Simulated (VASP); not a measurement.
# SiNi3 (P1) in VASP: relaxation of cell and atoms with PBE

Aim: the relaxation of cell and atoms of SiNi3 with PBE.

Program: VASP 6.6.1. These are calculated values, not measurements. Logs are shortened: lines on timing, memory, paths and dates and some standing lists are left out, and cuts for length are marked.

### Step 1. The cell of the first run

The typed cell holds 8 atoms: a = 3.508 Å, b = 3.459 Å, c = 7.081 Å, α = 87.23°, β = 88.93°, γ = 89.93°.

### Step 2. Relaxation of cell and atoms, PBE

Contents of INCAR:

```
SYSTEM = SiNi3
PREC = Accurate ; ENCUT = 600
EDIFF = 1E-6 ; ISMEAR = 0
SIGMA = 0.2 ; LREAL = .FALSE.
LASPH = .TRUE. ; NELM = 60
ALGO = Fast ; ISIF = 3
LWAVE = .FALSE. ; LCHARG = .FALSE.
GGA = PE ; IBRION = 2
NSW = 80 ; EDIFFG = -0.025
```

Contents of KPOINTS:

```
Automatic mesh
0
G
  6 6 4
  0 0 0
```

Contents of POSCAR:

```
SiNi3
1.0
    0.0330255433      3.5074136774      0.0017912463
    0.0846800647      0.0017912463      3.4582825040
    7.0781959310      0.0660510866      0.1693601294
Si Ni
2 6
Direct
   -0.0164524399      0.0379888676      0.5092238646
    0.0400132712     -0.0132979283      0.0023830986
    0.5366169201      0.5187702075      0.0144303397
    0.4627187826      0.4906048154      0.4840729385
    0.9811066235      0.4926155069      0.2385196570
   -0.0177581553      0.4766879646      0.7504793282
    0.4835695568     -0.0172759870      0.2625196531
    0.5301854411      0.0139065533      0.7383711202
```

Potentials or basis: VASP PAW PBE potentials, release 64 (Si, Ni).

Run with:

```bash
> cat potpaw_PBE.64/Si/POTCAR potpaw_PBE.64/Ni/POTCAR > POTCAR
> mpirun -np 1 vasp_std > vasp.out
```

OUTCAR:

```text
SYSTEM = SiNi3
   PREC = Accurate
   ENCUT = 600
   EDIFF = 1E-6
   ISMEAR = 0
   LREAL = .FALSE.
   LASPH = .TRUE.
   NELM = 60
   ISIF = 3
   GGA = PE
   IBRION = 2
   NSW = 80
   EDIFFG = -0.025

 ion  position               nearest neighbor table
   1  0.984  0.038  0.509-   8 2.25   4 2.30   6 2.34   4 2.41   5 2.42   7 2.47   7 2.51   6 2.52
                             8 2.53   4 2.54   4 2.65   5 2.75
   2  0.040  0.987  0.002-   5 2.34   3 2.38   3 2.39   6 2.41   7 2.43   5 2.48   8 2.51   3 2.54
                             3 2.55   6 2.58   8 2.61   7 2.66
   3  0.537  0.519  0.014-   5 2.24   2 2.38   2 2.39   6 2.42   7 2.44   5 2.49   7 2.50   8 2.54
                             2 2.54   2 2.55   8 2.68   6 2.73
   4  0.463  0.491  0.484-   7 2.26   1 2.30   8 2.40   1 2.41   7 2.41   5 2.45   5 2.49   6 2.50
                             1 2.54   8 2.63   6 2.65   1 2.65
   5  0.981  0.493  0.239-   3 2.24   2 2.34   1 2.42   7 2.44   4 2.45   7 2.46   7 2.48   2 2.48
                             3 2.49   4 2.49   7 2.49   1 2.75
   6  0.982  0.477  0.750-   8 2.26   1 2.34   2 2.41   3 2.42   8 2.44   8 2.50   4 2.50   1 2.52
                             2 2.58   4 2.65   8 2.67   3 2.73
   7  0.484  0.983  0.263-   4 2.26   4 2.41   2 2.43   3 2.44   5 2.44   5 2.46   1 2.47   5 2.48
                             5 2.49   3 2.50   1 2.51   2 2.66
   8  0.530  0.014  0.738-   1 2.25   6 2.26   4 2.40   6 2.44   6 2.50   2 2.51   1 2.53   3 2.54
                             2 2.61   4 2.63   6 2.67   3 2.68

  LATTYP: Found a triclinic cell.
 ALAT       =     8.0293951321
 B/A-ratio  =     0.4308318996
 C/A-ratio  =     0.4368410766
 COS(alpha) =     0.0012587876
 COS(beta)  =     0.0170789932
 COS(gamma) =     0.4735012969

  Lattice vectors:

 A1 = (  -7.1628759957,  -0.0678423329,  -3.6276426334)
 A2 = (  -0.0846800647,  -0.0017912463,  -3.4582825040)
 A3 = (  -0.0330255433,  -3.5074136774,  -0.0017912463)

Analysis of symmetry for initial positions (statically):
=====================================================================
 Subroutine PRICEL returns:
 Original cell was already a primitive cell.

 Routine SETGRP: Setting up the symmetry group for a
 triclinic supercell.

 Subroutine GETGRP returns: Found  1 space group operations
 (whereof  1 operations were pure point group operations)
 out of a pool of  2 trial point group operations.

The static configuration has the point symmetry C_1 .

Analysis of symmetry for dynamics (positions and initial velocities):
=====================================================================
 Subroutine PRICEL returns:
 Original cell was already a primitive cell.

 Routine SETGRP: Setting up the symmetry group for a
 triclinic supercell.

 Subroutine GETGRP returns: Found  1 space group operations
 (whereof  1 operations were pure point group operations)
 out of a pool of  2 trial point group operations.

The dynamic configuration has the point symmetry C_1 .

 Subroutine INISYM returns: Found  1 space group operations
 (whereof  1 operations are pure point group operations),
 and found     1 'primitive' translations

----------------------------------------------------------------------------------------

                                     Primitive cell

  volume of cell :      85.7980

  direct lattice vectors                    reciprocal lattice vectors
     0.033025543  3.507413677  0.001791246    -0.002658802  0.285135444 -0.000082584
     0.084680065  0.001791246  3.458282504    -0.006922044 -0.000082584  0.289330414
     7.078195931  0.066051087  0.169360129     0.141374155 -0.001329401 -0.003461022

  length of vectors
     3.507569614  3.459319557  7.080529870     0.285147852  0.289413216  0.141422762

  position of ions in fractional coordinates (direct lattice)
     0.983547560  0.037988868  0.509223865
     0.040013271  0.986702072  0.002383099
     0.536616920  0.518770207  0.014430340
     0.462718783  0.490604815  0.484072938
     0.981106623  0.492615507  0.238519657
     0.982241845  0.476687965  0.750479328
     0.483569557  0.982724013  0.262519653
     0.530185441  0.013906553  0.738371120

  ion indices of the primitive-cell ions
   primitive index   ion index
                 1           1
                 2           2
                 3           3
                 4           4
                 5           5
                 6           6
                 7           7
                 8           8

[... 20 lines left out ...]

 Subroutine IBZKPT returns following result:
 ===========================================

 Found     76 irreducible k-points:

 Following reciprocal coordinates:
            Coordinates               Weight
  0.000000  0.000000  0.000000      1.000000
  0.166667 -0.000000 -0.000000      2.000000
  0.333333 -0.000000 -0.000000      2.000000
  0.500000  0.000000 -0.000000      1.000000
  0.000000  0.166667  0.000000      2.000000
  0.166667  0.166667  0.000000      2.000000
[... 16 lines left out ...]
  0.333333 -0.000000  0.250000      2.000000
  0.500000  0.000000  0.250000      2.000000
 [... further k-points ...]
   k-points           NKPTS =     76   k-points in BZ     NKDIM =     76   number of bands    NBANDS=     40
   number of dos      NEDOS =    301   number of ions     NIONS =      8
   total plane-waves  NPLWV =  47040
   dimension x,y,z NGX =    28 NGY =   28 NGZ =   60
   dimension x,y,z NGXF=    56 NGYF=   56 NGZF=  120
   ions per type =               2   6
   NGX,Y,Z   is equivalent  to a cutoff of  13.27, 13.46, 14.09 a.u.
   NGXF,Y,Z  is equivalent  to a cutoff of  26.54, 26.91, 28.18 a.u.
 SYSTEM =  SiNi3
   PREC   = accura    normal or accurate (medium, high low for compatibility)
   ISTART =      0    job   : 0-new  1-cont  2-samecut
   ICHARG =      2    charge: 1-file 2-atom 10-const
   ISPIN  =      1    spin polarized calculation?
   LNONCOLLINEAR =      F non collinear calculations
   LSORBIT =      F    spin-orbit coupling
   LASPH  =      T    aspherical Exc in radial PAW
   ENCUT  =  600.0 eV  44.10 Ry    6.64 a.u.   7.01  6.91 14.14*2*pi/ulx,y,z
   NELM   =     60;   NELMIN=  2; NELMDL= -5     # of ELM steps
   EDIFF  = 0.1E-05   stopping-criterion for ELM
   LREAL  =      F    real-space projection
   EDIFFG = -.3E-01   stopping-criterion for IOM
   NSW    =     80    number of steps for IOM
   IBRION =      2    ionic relax: 0-MD 1-quasi-New 2-CG
   NFREE  =      1    steps in history (QN), initial steepest desc. (CG)
   ISIF   =      3    stress and relaxation
   ISYM   =      2    0-nonsym 1-usesym 2-fastsym
   POTIM  = 0.5000    time-step for ionic-motion
   TEBEG  =    0.0;   TEEND  =   0.0 temperature during run
   PSTRESS=    0.0 pullay stress
   NELECT =      68.0000    total number of electrons
   NUPDOWN=      -1.0000    fix difference up-down
   EMIN   =  10.00;   EMAX   =-10.00  energy-range for DOS
   EFERMI =   0.00;   METHOD = LEGACY
   ISMEAR =     0;   SIGMA  =   0.20  broadening in eV -4-tet -1-fermi 0-gaus
   EFERMI_NEDOS =   21; number of points for ismear=-14 and -15
   IALGO  =     68    algorithm
   IMIX   =      4    mixing-type and parameters
     AMIX     =   0.40;   BMIX     =  1.00
     AMIX_MAG =   1.60;   BMIX_MAG =  1.00
  volume/ion in A,a.u.               =      10.72        72.37
  Fermi-wavevector in a.u.,A,eV,Ry     =   1.515021  2.862975 31.229304  2.295289
  Thomas-Fermi vector in A             =   2.624601
   LORBIT       =      0    0 simple, 1 ext, 2 COOP (PROOUT), +10 PAW based schemes
   GGA     = PE    functional components
   LHFCALC =     F    Hartree Fock is set to
   AEXX    =    0.0000 exact exchange contribution
   IVDW    =     0    specifies the selected vdW correction
   LEPSILON=     F    determine dielectric tensor
   LRPA    =     F    only Hartree local field effects (RPA)
 conjugate gradient relaxation of ions
 non-spin polarized calculation
 RMM-DIIS sequential band-by-band and
 Gauss-broadening in eV      SIGMA  =   0.20
  energy-cutoff  :      600.00
  volume of cell :       85.80
 maximum number of plane-waves:      2884
   NGX = 15   NGY = 13   NGZ = 29

--------------------------------------- Ionic step        1  -------------------------------------------

 number of electron      67.9999986 magnetization

 Free energy of the ion-electron system (eV)
  ---------------------------------------------------
  ext. energy  EPLUGINS =         0.00000000
  ---------------------------------------------------
  free energy    TOTEN  =       -46.52480241 eV

  energy without entropy =      -46.45081553  energy(sigma->0) =      -46.48780897

------------------------ aborting loop because EDIFF is reached ----------------------------------------

  FORCE on cell =-STRESS in cart. coord.  units (eV):
  Direction    XX          YY          ZZ          XY          YZ          ZX
  --------------------------------------------------------------------------------------
  -------------------------------------------------------------------------------------
  Total        2.9486258      3.3686588      4.3339773     -0.3426674      0.8843165     -2.9908820
  in kB       55.0621190     62.9057422     80.9319298     -6.3989100     16.5135710    -55.8512047
  external PRESSURE =      66.2999303 kB  Pullay stress =       0.0000000 kB
[... 71 lines left out ...]
--------------------------------------- Ionic step        3  -------------------------------------------

 number of electron      68.0000010 magnetization

 E-fermi :   9.9848     XC(G=0): -12.8268

 val. band max:        9.9803246725   @ k =   0.0000   0.0000   0.0000
 cond. band min:       9.9978257823   @ k =   0.0000  -0.0000   0.2500
 fundamental gap:      0.0175011097
 Fermi energy:         9.9848424604

 k-point     1 :       0.0000    0.0000    0.0000
  band No.  band energies     occupation
      1      -1.6051      2.00000
      2       0.2861      2.00000
      3       2.5336      2.00000
      4       5.3521      2.00000
      5       6.1083      2.00000
      6       6.1494      2.00000
[... 1058 lines left out ...]
  FREE ENERGIE OF THE ION-ELECTRON SYSTEM (eV)
  ---------------------------------------------------
  free  energy   TOTEN  =       -47.0660463547 eV

  energy  without entropy=      -46.9888139872  energy(sigma->0) =      -47.02743017

[... ionic steps 4 to 13 ...]

--------------------------------------- Ionic step       14  -------------------------------------------

 number of electron      67.9999920 magnetization

------------------------ aborting loop because EDIFF is reached ----------------------------------------
[... 79 lines left out ...]
--------------------------------------- Ionic step       16  -------------------------------------------

 number of electron      67.9999918 magnetization

 Free energy of the ion-electron system (eV)
  ---------------------------------------------------
  ext. energy  EPLUGINS =         0.00000000
  ---------------------------------------------------
  free energy    TOTEN  =       -47.39354531 eV

  energy without entropy =      -47.32006828  energy(sigma->0) =      -47.35680679

 E-fermi :  10.6812     XC(G=0): -13.0913

 val. band max:       10.6692274474   @ k =   0.0000   0.5000   0.0000
 cond. band min:      10.7526454876   @ k =  -0.3333   0.5000   0.2500
 fundamental gap:      0.0834180403
 Fermi energy:        10.6812005734

 k-point     1 :       0.0000    0.0000    0.0000
  band No.  band energies     occupation
      1      -1.2784      2.00000
      2       0.7660      2.00000
      3       2.9318      2.00000
      4       5.7744      2.00000
      5       6.5962      2.00000
      6       6.5962      2.00000
[... 1058 lines left out ...]
  FREE ENERGIE OF THE ION-ELECTRON SYSTEM (eV)
  ---------------------------------------------------
  free  energy   TOTEN  =       -47.3935453080 eV

  energy  without entropy=      -47.3200682802  energy(sigma->0) =      -47.35680679

 reached required accuracy - stopping structural energy minimisation
```

It took 28 min on 1 thread of Intel Xeon 6975P-C (Granite Rapids), shared host; peak memory 0.38 GiB.

What came out:

* Free energy: -47.3935 eV
* Relaxed volume: 10.79 Å³/atom
* Relaxed cell: a = 3.507 Å, b = 3.508 Å, c = 7.015 Å, α = 90.00°, β = 90.00°, γ = 90.00°
* Space group after relaxing (to 0.1 Å): Pm-3m (No. 221)
* Energy gained by relaxing: 108.6 meV/atom
* Ionic steps: 16
* Pressure after relaxing: -0.2 GPa
* Largest force after relaxing: 0.017 eV/Å
* Band gap on the k mesh: zero (bands 34 and 35 overlap by 0.24 eV)

Forces in eV/Å, atoms in the order of the input:
```
Si   0.005  0.016  0.004
Si   0.005 -0.004  0.002
Ni  -0.009 -0.010  0.004
Ni   0.002  0.003  0.003
Ni  -0.008  0.004  0.000
Ni   0.007 -0.003 -0.005
Ni   0.002  0.000 -0.001
Ni  -0.004 -0.007 -0.007
```

Step by step:
```
step  energy change (eV)  largest force (eV/Å)  pressure (GPa)  volume (Å³)
   1              0.0000                2.3469            6.63        85.80
   2             -0.5264                0.7270           -9.51        91.39
   3             -0.5412                0.8051           -7.55        90.48
   4             -0.7522                0.6627            2.45        85.61
   5             -0.7536                0.6672            1.41        85.97
   6             -0.8267                0.3853            0.82        86.01
   7             -0.8431                0.3017            0.63        86.03
   8             -0.8602                0.1657           -0.88        86.62
   9             -0.8613                0.1364           -1.42        86.82
  10             -0.8648                0.1066            1.24        85.75
  11             -0.8665                0.0859            0.10        86.14
  12             -0.8665                0.0862            0.28        86.11
  13             -0.8665                0.0862            0.32        86.12
  14             -0.8683                0.0422            0.15        86.18
  15             -0.8685                0.0454            0.09        86.21
  16             -0.8687                0.0175           -0.19        86.30
```

Final structure:
```
Si Ni
1.0
    -0.00028    3.50748   -0.00019
     0.00031    0.00017    3.50767
     7.01466    0.00054   -0.00117
Si Ni
2 6
Direct
  0.99912 0.99980 0.49988
  0.00037 0.99987 0.99988
  0.50051 0.49987 0.00015
  0.49966 0.49994 0.49999
  0.99988 0.49990 0.25017
  0.00031 0.50040 0.74988
  0.49979 0.99995 0.24995
  0.50035 0.00027 0.75010
```

Spin polarisation is off, so any magnetic state and its effect on volume and gap are missing. PBE usually gives volumes a little too large and moduli too small.

The gap in the log of VASP goes by the Fermi energy; the results here count the filled bands.